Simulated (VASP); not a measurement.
Runs of VASP 6.6.1 on PbI2. The structure is that of space group P-3m1 (No. 164), or close to it. The cells are those of the table. 

| cell | gap on the mesh (eV) | pressure (GPa) | largest force (eV/Å) |
| --- | --- | --- | --- |
| a = 4.555, b = 4.555, c = 7.082 Å, angles 90.0, 90.0, 120.0°, 3 atoms | 2.15 | -0.3 | (b) |
| a = 4.555, b = 4.555, c = 7.291 Å, angles 90.0, 90.0, 120.0°, 3 atoms | 2.22 | (c) | 0.25 |
| a = 4.555, b = 4.555, c = 6.558 Å, angles 90.0, 90.0, 120.0°, 3 atoms | (d) | 2.0 | 0.37 |
| a = 4.555, b = 4.555, c = 6.768 Å, angles 90.0, 90.0, 120.0°, 3 atoms | 2.03 | 0.9 | (a) |

Alike in all rows: task single point; level PBEsol; potentials or basis VASP PAW PBE potentials, release 64 (Pb_d, I); no spin polarisation; k mesh 9 × 9 × 4; cutoff (eV) 500; smearing gaussian 0.05 eV.

Task: Fill in the values left out.

Result: (a) 0.19; (b) 0.08; (c) -1.1; (d) 1.86.

Caveats: the PAW data sets were made with another functional, which shifts forces and pressure a little; spin-orbit coupling is left out, which moves the levels of the heavy elements; this functional lacks dispersion, which binds the layers, so the pressure and a relaxed spacing across them are unreliable.

A k mesh can miss the band edges, and the runs leave out spin-orbit coupling on I, Pb.
